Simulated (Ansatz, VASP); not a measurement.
Two plane-wave programs on C

```
CELL_PARAMETERS angstrom
1.23336 -2.13611 0.00000
1.23336 2.13611 0.00000
0.00000 0.00000 8.38846
ATOMIC_POSITIONS crystal
C 0.08333 0.91667 0.75002
C 0.58333 0.41667 0.24998
C 0.91667 0.08333 0.24998
C 0.41667 0.58333 0.75002
```

Alike in both runs: functional PBE; k mesh 12 × 12 × 4; occupations gaussian, width 0.1 eV; no spin polarisation.

Ansatz relaxed the structure, and its values are those at the end. VASP's run is a single point on that final structure, the one shown.

|  | VASP | Ansatz |
| --- | --- | --- |
| version | VASP 6.6.1 | Ansatz 0.2.0 |
| potentials or method | VASP PAW PBE potentials, release 64 (C), cutoff 520 eV | scalar-relativistic, plane waves, PAW |
| valence electrons in the cell | 16 | 16 |

Ansatz gave:

```
gap on the k mesh at the Fermi level (eV) : none
pressure (GPa)                            : 0.0
```

**Question.** What did VASP give for the same quantities?

**Answer.** gap on the k mesh at the Fermi level (eV): none; pressure (GPa): 0.4.

A gap of «none» marks a metal or a gap that the smearing closes. With one functional, cell and mesh, what is left measures potentials, basis and numerics.
